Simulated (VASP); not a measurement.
Set up this calculation in VASP 6.6.1, as the native input.

```
Task                   : single point
Functional             : PBEsol
Potentials or basis    : VASP PAW PBE potentials, release 64 (Ga_d)
Cutoff                 : 520 eV
k mesh                 : 24 × 24 × 24
Occupations            : gaussian, width 0.15 eV
Spin                   : no spin polarisation
Dipole correction      : no
Further INCAR settings : ALGO = Fast; EDIFF = 1e-06; NBANDS = 12
```

The structure of Ga lies in POSCAR:

```
Ga
1.0
   -1.3829400000      1.3829400000      2.1955650000
    1.3829400000     -1.3829400000      2.1955650000
    1.3829400000      1.3829400000     -2.1955650000
Ga
1
Direct
    0.0000000000      0.0000000000      0.0000000000
```

This cell differs from its parent crystal: strain -0.015 along x and y, -0.015 along z.

These files were run (other wordings do the same):

INCAR

```
SYSTEM = Ga
PREC = Accurate
ENCUT = 520
EDIFF = 1E-6
ISMEAR = 0
SIGMA = 0.15
LREAL = .FALSE.
LASPH = .TRUE.
NELM = 60
ALGO = Fast
ISIF = 2
LWAVE = .FALSE.
LCHARG = .FALSE.
GGA = PS
NBANDS = 12
```

KPOINTS

```
Automatic mesh
0
G
  24 24 24
  0 0 0
```

Potentials or basis: VASP PAW PBE potentials, release 64 (Ga_d).

Run with:

```bash
$ cat potpaw_PBE.64/Ga_d/POTCAR > POTCAR
$ mpirun -np 1 vasp_std > vasp.out
```

It gave:

- Pressure: 3.7 GPa
- Band gap on the k mesh: zero (an odd number of electrons rules out a gap without spin polarisation)

Caveat: the cell differs from its parent crystal (strain -0.015 along x and y, -0.015 along z); the cell stands under pressure; the PAW data sets were made with another functional, which shifts forces and pressure a little.

Wall time 2.1 min on 1 thread of Intel(R) Xeon(R) Platinum 8259CL CPU @ 2.50GHz (Skylake/Cascade Lake), with other jobs on the host, peak memory 0.31 GiB.
